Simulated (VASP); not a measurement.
Runs of VASP 6.6.1 on Au. The structure is that of space group Im-3m (No. 229), or close to it. The cells are those of the table. 

```tsv
task	cell	k mesh	cutoff (eV)	gap on the mesh (eV)	pressure (GPa)
single point	a = 2.859 Å, angles 109.5°, 1 atom	15 × 15 × 15	520	none	11.5
single point	a = 3.053 Å, angles 109.5°, 1 atom	15 × 15 × 15	520	none	-7.9
single point	a = 2.939 Å, angles 109.5°, 1 atom	14 × 14 × 14	520	none	0.4
relaxation of cell and atoms	relaxed from a = 2.803 Å, angles 109.5°, 1 atom	14 × 14 × 14	600	none	0.0
single point	a = 2.939 Å, angles 109.5°, 1 atom	15 × 15 × 15	520	none	0.4
single point	a = 2.817 Å, angles 109.5°, 1 atom	15 × 15 × 15	520	none	(a)
single point	a = 2.978 Å, angles 109.5°, 1 atom	15 × 15 × 15	520	none	-3.1
```

Alike in all rows: level BLYP; potentials or basis VASP PAW PBE potentials, release 64 (Au); no spin polarisation; smearing fermi-dirac 0.1 eV.

Q: Estimate the missing entries.

A: (a) 19.7.

Caveats: the PAW data sets were made with another functional, which shifts forces and pressure a little; spin-orbit coupling is left out, which moves the levels of the heavy elements.

A k mesh can miss the band edges, and the runs leave out spin-orbit coupling on Au.

A gap of «none» marks levels without a gap at the run's occupations.
